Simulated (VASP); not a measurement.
Wanted: the native input for a VASP 6.6.1 run.

* Task: single point
* Functional: revPBE
* Potentials or basis: VASP PAW PBE potentials, release 64 (W_sv)
* Cutoff: 520 eV
* k mesh: 11 × 11 × 11
* Occupations: fermi-dirac, width 0.1 eV
* Spin: no spin polarisation
* Dipole correction: no
* Further INCAR settings: ALGO = Normal; EDIFF = 1e-06; NBANDS = 21

The structure of W lies in POSCAR:

```
W
1.0
    0.0000000000      2.8891707384      2.8891707384
    2.8891707384      0.0000000000      2.8891707384
    2.8891707384      2.8891707384      0.0000000000
W
2
Direct
    0.1250000000      0.1250000000      0.1250000000
    0.8750000000      0.8750000000      0.8750000000
```

This isn't the form of W at room conditions, which is bcc.

The input as run:

INCAR

```
PREC     = Accurate       # precision mode
ENCUT    = 520            # plane-wave cutoff, eV
EDIFF    = 1E-6           # SCF threshold, eV
ISMEAR   = -1             # smearing method
SIGMA    = 0.1            # smearing width, eV
LREAL    = F              # projectors in reciprocal space
LASPH    = T              # aspherical terms in the spheres
NELM     = 80             # most SCF steps
ALGO     = Normal         # electronic algorithm
ISIF     = 2              # what is computed and relaxed
LWAVE    = F              # write WAVECAR
LCHARG   = F              # write CHGCAR
GGA      = RE             # functional
NBANDS   = 21             # bands
```

KPOINTS

```
Automatic mesh
0
Gamma
  11 11 11
```

Potentials or basis: VASP PAW PBE potentials, release 64 (W_sv).

Launch:

```sh
$ cat potpaw_PBE.64/W_sv/POTCAR > POTCAR
$ mpirun -np 1 vasp_std > vasp.out
```

Results of the run:

```
Pressure               : 5.7 GPa
Band gap on the k mesh : zero (bands 14 and 15 overlap by 0.99 eV)
```

Caveat: the cell stands under pressure; the PAW data sets were made with another functional, which shifts forces and pressure a little; spin-orbit coupling is left out, which moves the levels of the heavy elements.

Wall time 64 s on 1 thread of Intel Xeon 8259CL (shared host), peak memory 0.19 GiB.
